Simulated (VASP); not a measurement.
Wanted: the native input for a VASP 6.6.1 run.

```
Task                   : relaxation of cell and atoms
Functional             : PBE
Dispersion             : D3(BJ)
Potentials or basis    : VASP PAW PBE potentials, release 64 (Sb)
Cutoff                 : 600 eV
k mesh                 : 10 × 10 × 10
Occupations            : fermi-dirac, width 0.05 eV
Spin                   : no spin polarisation
Dipole correction      : no
Further INCAR settings : ALGO = Normal; EDIFF = 1e-07; IBRION = 2; EDIFFG = -0.01; NSW = 60; ISIF = 3
```

The structure of Sb lies in POSCAR:

```
Sb
1.0
    0.0000000000      2.3712425216      2.3712425216
    2.3712425216      0.0000000000      2.3712425216
    2.3712425216      2.3712425216      0.0000000000
Sb
1
Direct
    0.0000000000      0.0000000000      0.0000000000
```

These files were run (other wordings do the same):

INCAR

```
SYSTEM = Sb
ALGO = Normal
EDIFF = 1E-7
EDIFFG = -0.01
ENCUT = 600
GGA = PE
IBRION = 2
ISIF = 3
ISMEAR = -1
IVDW = 12
LASPH = .TRUE.
LCHARG = .FALSE.
LREAL = .FALSE.
LWAVE = .FALSE.
NELM = 60
NSW = 60
PREC = Accurate
SIGMA = 0.05
```

KPOINTS

```
k-points
0
G
  10 10 10
  0 0 0
```

Potentials or basis: VASP PAW PBE potentials, release 64 (Sb).

Launch:

```bash
$ cat potpaw_PBE.64/Sb/POTCAR > POTCAR
$ mpirun -np 1 vasp_std > vasp.out
```

Results of the run:

```json
{"Relaxed volume": "26.03 Å³/atom", "Relaxed cell": "a = 3.326 Å, b = 3.326 Å, c = 3.326 Å, α = 60.00°, β = 60.00°, γ = 60.00°", "Space group after relaxing (to 0.05 Å)": "Fm-3m (No. 225)", "Energy gained by relaxing": "2.9 meV/atom", "Ionic steps": "3", "Pressure after relaxing": "0.0 GPa", "Dispersion energy per atom": "-0.543 eV"}
```

Caveat: pairwise dispersion overbinds metals, which lowers pressure and volume.

Wall time 43 s on 1 thread of AMD EPYC 7R13, on a shared host, peak memory 0.14 GiB.
